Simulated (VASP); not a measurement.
# B (P1) in VASP: single point with PBE+D3(BJ)

Aim: the single point of B with PBE+D3(BJ).

All numbers are computed with VASP 6.6.1; they aren't measurements. Logs are shortened: lines on timing, memory, paths and dates and some standing lists are left out, and cuts for length are marked.

## 1. The cell of the first run

The typed cell holds 12 atoms: a = 2.924 Å, b = 5.759 Å, c = 5.896 Å, α = 100.15°, β = 90.25°, γ = 103.83°.

## 2. Single point, PBE+D3(BJ)

Input file INCAR:

```
PREC = Accurate ; ENCUT = 500
EDIFF = 1E-6 ; ISMEAR = 0
SIGMA = 0.1 ; LREAL = False
LASPH = True ; NELM = 120
ALGO = Normal ; ISIF = 2
LWAVE = False ; LCHARG = False
GGA = PE ; IVDW = 12
NBANDS = 30 ; GGA_COMPAT = False
```

Input file KPOINTS:

```
Automatic mesh
0
Gamma
  6 4 4
```

Input file POSCAR:

```
B
1.0
    2.9243305020      0.0000000000      0.0000000000
   -1.3766687025      5.5921116456      0.0000000000
   -0.0262084502     -1.0768102271      5.7965602730
B
12
Direct
    0.6532878800      0.6147294500      0.5996229400
    0.8673847700      0.0766951600      0.0116197000
    0.2871836500      0.9166679200      0.9831519600
    0.5216710800      0.3620809500      0.3889769700
    0.7159223900      0.8670544000      0.1902587600
    0.1656976600      0.6538722300      0.7528114200
    0.7277629900      0.8979064100      0.7400325700
    0.8397873200      0.9492606100      0.4741196800
    0.1608931800      0.6237289000      0.0451577300
    0.0280291700      0.3675553700      0.1577650100
    0.3981913500      0.0816985600      0.4505145900
    0.6271355900      0.5666050100      0.2219756900
```

Potentials or basis: VASP PAW PBE potentials, release 64 (B).

Launch:

```sh
> cat potpaw_PBE.64/B/POTCAR > POTCAR
> mpirun -np 1 vasp_std > vasp.out
```

OUTCAR:

```text
PREC = Accurate
   ENCUT = 500
   EDIFF = 1E-6
   ISMEAR = 0
   LREAL = False
   LASPH = True
   NELM = 120
   ISIF = 2
   GGA = PE
   IVDW = 12
 IVDW          = 12

 ion  position               nearest neighbor table
   1  0.653  0.615  0.600-   7 1.66   6 1.69   4 1.70   6 1.73   8 2.14
   2  0.867  0.077  0.012-   3 1.69  10 1.70   3 1.72   5 1.72   7 1.73
   3  0.287  0.917  0.983-   2 1.69   2 1.72   9 1.74   6 1.81   5 1.85   7 1.94   5 2.07   7 2.14

   4  0.522  0.362  0.389-  12 1.64  11 1.67   1 1.70  10 1.99  10 2.02
   5  0.716  0.867  0.190-   8 1.67   2 1.72  12 1.73   3 1.85   9 1.95   3 2.07  11 2.15
   6  0.166  0.654  0.753-   1 1.69   1 1.73   9 1.76   3 1.81   7 1.90   7 2.13
   7  0.728  0.898  0.740-   1 1.66   8 1.67   2 1.73   6 1.90   3 1.94   6 2.13   3 2.14
   8  0.840  0.949  0.474-  11 1.65   7 1.67  11 1.67   5 1.67   1 2.14
   9  0.161  0.624  0.045-  10 1.69   3 1.74   6 1.76  12 1.84  12 1.88   5 1.95
  10  0.028  0.368  0.158-   9 1.69   2 1.70  12 1.82  12 1.85   4 1.99   4 2.02
  11  0.398  0.082  0.451-   8 1.65   8 1.67   4 1.67   5 2.15
  12  0.627  0.567  0.222-   4 1.64   5 1.73  10 1.82   9 1.84  10 1.85   9 1.88

  LATTYP: Found a triclinic cell.
 ALAT       =     5.8023245085
 B/A-ratio  =     0.5039929252
 C/A-ratio  =     1.0161079687
 COS(alpha) =     0.0044452836
 COS(beta)  =     0.1772093859
 COS(gamma) =     0.2667313414

  Lattice vectors:

 A1 = (   1.5476617995,   5.5921116456,   0.0000000000)
 A2 = (   2.9243305020,   0.0000000000,   0.0000000000)
 A3 = (   0.0262084502,   1.0768102271,  -5.7965602730)

Analysis of symmetry for initial positions (statically):
=====================================================================
 Subroutine PRICEL returns:
 Original cell was already a primitive cell.

 Routine SETGRP: Setting up the symmetry group for a
 triclinic supercell.

 Subroutine GETGRP returns: Found  1 space group operations
 (whereof  1 operations were pure point group operations)
 out of a pool of  2 trial point group operations.

The static configuration has the point symmetry C_1 .

Analysis of symmetry for dynamics (positions and initial velocities):
=====================================================================
 Subroutine PRICEL returns:
 Original cell was already a primitive cell.

 Routine SETGRP: Setting up the symmetry group for a
 triclinic supercell.

 Subroutine GETGRP returns: Found  1 space group operations
 (whereof  1 operations were pure point group operations)
 out of a pool of  2 trial point group operations.

The dynamic configuration has the point symmetry C_1 .

 Subroutine INISYM returns: Found  1 space group operations
 (whereof  1 operations are pure point group operations),
 and found     1 'primitive' translations

----------------------------------------------------------------------------------------

                                     Primitive cell

  volume of cell :      94.7922

  direct lattice vectors                    reciprocal lattice vectors
     2.924330502  0.000000000  0.000000000     0.341958612  0.084183534  0.017184656
    -1.376668702  5.592111646  0.000000000     0.000000000  0.178823325  0.033219492
    -0.026208450 -1.076810227  5.796560273     0.000000000  0.000000000  0.172516105

  length of vectors
     2.924330502  5.759073656  5.895788170     0.352587397  0.181882699  0.172516105

  position of ions in fractional coordinates (direct lattice)
     0.653287880  0.614729450  0.599622940
     0.867384770  0.076695160  0.011619700
     0.287183650  0.916667920  0.983151960
     0.521671080  0.362080950  0.388976970
     0.715922390  0.867054400  0.190258760
     0.165697660  0.653872230  0.752811420
     0.727762990  0.897906410  0.740032570
     0.839787320  0.949260610  0.474119680
     0.160893180  0.623728900  0.045157730
     0.028029170  0.367555370  0.157765010
     0.398191350  0.081698560  0.450514590
     0.627135590  0.566605010  0.221975690

  ion indices of the primitive-cell ions
   primitive index   ion index
                 1           1
                 2           2
                 3           3
                 4           4
                 5           5
                 6           6
                 7           7
                 8           8
                 9           9
                10          10
                11          11
                12          12

----------------------------------------------------------------------------------------

 KPOINTS: Automatic mesh

Automatic generation of k-mesh.
 Grid dimensions read from file:
 generate k-points for:    6    4    4

 Generating k-lattice:

  Cartesian coordinates                     Fractional coordinates (reciprocal lattice)
     0.056993102  0.014030589  0.002864109     0.166666667  0.000000000  0.000000000
     0.000000000  0.044705831  0.008304873     0.000000000  0.250000000  0.000000000
     0.000000000  0.000000000  0.043129026     0.000000000  0.000000000  0.250000000

  Length of vectors
     0.058764566  0.045470675  0.043129026

  Shift w.r.t. Gamma in fractional coordinates (k-lattice)
     0.000000000  0.000000000  0.000000000

 Subroutine IBZKPT returns following result:
 ===========================================

 Found     52 irreducible k-points:

 Following reciprocal coordinates:
            Coordinates               Weight
  0.000000  0.000000  0.000000      1.000000
  0.166667 -0.000000  0.000000      2.000000
  0.333333 -0.000000  0.000000      2.000000
  0.500000 -0.000000  0.000000      1.000000
  0.000000  0.250000  0.000000      2.000000
  0.166667  0.250000  0.000000      2.000000
[... 16 lines left out ...]
  0.333333  0.250000  0.250000      2.000000
  0.500000  0.250000  0.250000      2.000000
 [... further k-points ...]
   k-points           NKPTS =     52   k-points in BZ     NKDIM =     52   number of bands    NBANDS=     30
   number of dos      NEDOS =    301   number of ions     NIONS =     12
   total plane-waves  NPLWV =  48384
   dimension x,y,z NGX =    24 NGY =   42 NGZ =   48
   dimension x,y,z NGXF=    48 NGYF=   84 NGZF=   96
   ions per type =              12
   NGX,Y,Z   is equivalent  to a cutoff of  13.64, 12.12, 13.53 a.u.
   NGXF,Y,Z  is equivalent  to a cutoff of  27.29, 24.25, 27.07 a.u.
 SYSTEM =  unknown system
   PREC   = accura    normal or accurate (medium, high low for compatibility)
   ISTART =      0    job   : 0-new  1-cont  2-samecut
   ICHARG =      2    charge: 1-file 2-atom 10-const
   ISPIN  =      1    spin polarized calculation?
   LNONCOLLINEAR =      F non collinear calculations
   LSORBIT =      F    spin-orbit coupling
   LASPH  =      T    aspherical Exc in radial PAW
   ENCUT  =  500.0 eV  36.75 Ry    6.06 a.u.   5.33 10.50 10.75*2*pi/ulx,y,z
   NELM   =    120;   NELMIN=  2; NELMDL= -5     # of ELM steps
   EDIFF  = 0.1E-05   stopping-criterion for ELM
   LREAL  =      F    real-space projection
   EDIFFG = 0.1E-04   stopping-criterion for IOM
   NSW    =      0    number of steps for IOM
   IBRION =     -1    ionic relax: 0-MD 1-quasi-New 2-CG
   NFREE  =      0    steps in history (QN), initial steepest desc. (CG)
   ISIF   =      2    stress and relaxation
   ISYM   =      2    0-nonsym 1-usesym 2-fastsym
   POTIM  = 0.5000    time-step for ionic-motion
   TEBEG  =    0.0;   TEEND  =   0.0 temperature during run
   PSTRESS=    0.0 pullay stress
   NELECT =      36.0000    total number of electrons
   NUPDOWN=      -1.0000    fix difference up-down
   EMIN   =  10.00;   EMAX   =-10.00  energy-range for DOS
   EFERMI =   0.00;   METHOD = LEGACY
   ISMEAR =     0;   SIGMA  =   0.10  broadening in eV -4-tet -1-fermi 0-gaus
   EFERMI_NEDOS =   21; number of points for ismear=-14 and -15
   IALGO  =     38    algorithm
   IMIX   =      4    mixing-type and parameters
     AMIX     =   0.40;   BMIX     =  1.00
     AMIX_MAG =   1.60;   BMIX_MAG =  1.00
  volume/ion in A,a.u.               =       7.90        53.31
  Fermi-wavevector in a.u.,A,eV,Ry     =   1.185545  2.240356 19.123225  1.405517
  Thomas-Fermi vector in A             =   2.321737
   LORBIT       =      0    0 simple, 1 ext, 2 COOP (PROOUT), +10 PAW based schemes
   GGA     = PE    functional components
   LHFCALC =     F    Hartree Fock is set to
   AEXX    =    0.0000 exact exchange contribution
   IVDW    =    12    specifies the selected vdW correction
   LEPSILON=     F    determine dielectric tensor
   LRPA    =     F    only Hartree local field effects (RPA)
 non-spin polarized calculation
 Gauss-broadening in eV      SIGMA  =   0.10
  energy-cutoff  :      500.00
  volume of cell :       94.79
 maximum number of plane-waves:      2425
 NGX is ok and might be reduce to    24
   NGX = 11   NGY = 21   NGZ = 21

 number of electron      36.0000000 magnetization

 Free energy of the ion-electron system (eV)
  ---------------------------------------------------
  ext. energy  EPLUGINS =         0.00000000
  ---------------------------------------------------
  free energy    TOTEN  =       -76.88405683 eV

  energy without entropy =      -76.87417571  energy(sigma->0) =      -76.87911627

 E-fermi :   5.0376     XC(G=0): -11.0698

 val. band max:        5.0296101735   @ k =   0.1667   0.5000   0.2500
 cond. band min:       5.0584606714   @ k =  -0.3333   0.2500   0.0000
 fundamental gap:      0.0288504980
 Fermi energy:         5.0376108825

 k-point     1 :       0.0000    0.0000    0.0000
  band No.  band energies     occupation
      1     -10.6033      2.00000
      2      -7.8838      2.00000
      3      -6.8219      2.00000
      4      -6.1219      2.00000
      5      -5.3109      2.00000
      6      -3.0981      2.00000
[... 22 lines left out ...]
     29      12.4427      0.00000
     30      12.8572      0.00000
[... 728 lines left out ...]
  band No.  band energies     occupation
      1      -7.4395      2.00000
      2      -6.6531      2.00000
      3      -5.8077      2.00000
      4      -4.9732      2.00000
      5      -4.4177      2.00000
      6      -3.2569      2.00000
[... 22 lines left out ...]
     29      13.1261      0.00000
     30      13.6096      0.00000

 [... further k-points ...]

------------------------ aborting loop because EDIFF is reached ----------------------------------------

 Edisp (eV)   -2.28911

 E8    (eV) :    -0.7610

  FORCE on cell =-STRESS in cart. coord.  units (eV):
  Direction    XX          YY          ZZ          XY          YZ          ZX
  --------------------------------------------------------------------------------------
  -------------------------------------------------------------------------------------
  Total      -1.62654    -0.35392    -1.17093    -0.03657    -0.36273     0.15192
  in kB     -27.49174    -5.98198   -19.79107    -0.61815    -6.13079     2.56777
  external pressure =      -17.75 kB  Pullay stress =        0.00 kB

 VOLUME and BASIS-vectors are now :
 -----------------------------------------------------------------------------
  energy-cutoff  :      500.00
  volume of cell :       94.79
      direct lattice vectors                 reciprocal lattice vectors
     2.924330502  0.000000000  0.000000000     0.341958612  0.084183534  0.017184656
    -1.376668702  5.592111646  0.000000000     0.000000000  0.178823325  0.033219492
    -0.026208450 -1.076810227  5.796560273     0.000000000  0.000000000  0.172516105

 POSITION                                       TOTAL-FORCE (eV/Angst)
 -----------------------------------------------------------------------------------
      1.04844      2.79196      3.47575        -0.052233      0.055204     -0.318524
      2.43063      0.41638      0.06735        -0.066563      0.253368      0.102831
     -0.44790      4.06744      5.69890        -0.022089      0.061311     -0.086217
      1.01688      1.60594      2.25473        -0.007374     -0.184082     -0.085721
      0.89496      4.64379      1.10285         0.116704     -0.013594     -0.083150
     -0.43534      2.84589      4.36372         0.010287      0.079659      0.163465
      0.87270      4.22432      4.28964         0.037202     -0.122692      0.032988
      1.13657      4.79783      2.74826        -0.018927     -0.243367      0.042290
     -0.38935      3.43934      0.26176        -0.045630     -0.034269      0.038198
     -0.42817      1.88553      0.91449         0.015700     -0.054165      0.187017
      1.04016     -0.02825      2.61143         0.038046      0.020158     -0.036912
      1.04811      2.92949      1.28670        -0.005124      0.182469      0.043733
 -----------------------------------------------------------------------------------
    total drift:                                0.000004      0.000079     -0.000074

  FREE ENERGIE OF THE ION-ELECTRON SYSTEM (eV)
  ---------------------------------------------------
  free  energy   TOTEN  =       -79.1731619880 eV

  energy  without entropy=      -79.1632808742  energy(sigma->0) =      -79.16822143
```

Wall time 96 s (1 thread of Intel Xeon 6975P-C, shared host); peak memory 0.26 GiB.

Results:

```yaml
Free_energy: -79.1732 eV
Pressure: -1.8 GPa
Largest_force: 0.327 eV/Å
Band_gap_on_the_k_mesh: zero (band 18 reaches 6.49 eV, above the bottom of band 19 at 4.09 eV)
Dispersion_energy_per_atom: -0.191 eV
```

Forces on the atoms (eV/Å):
```
B   -0.052  0.055 -0.319
B   -0.067  0.253  0.103
B   -0.022  0.061 -0.086
B   -0.007 -0.184 -0.086
B    0.117 -0.014 -0.083
B    0.010  0.080  0.163
B    0.037 -0.123  0.033
B   -0.019 -0.243  0.042
B   -0.046 -0.034  0.038
B    0.016 -0.054  0.187
B    0.038  0.020 -0.037
B   -0.005  0.182  0.044
```

Caveat: the k points lie up to 0.37 Å⁻¹ apart; pairwise dispersion overbinds metals, which lowers pressure and volume.
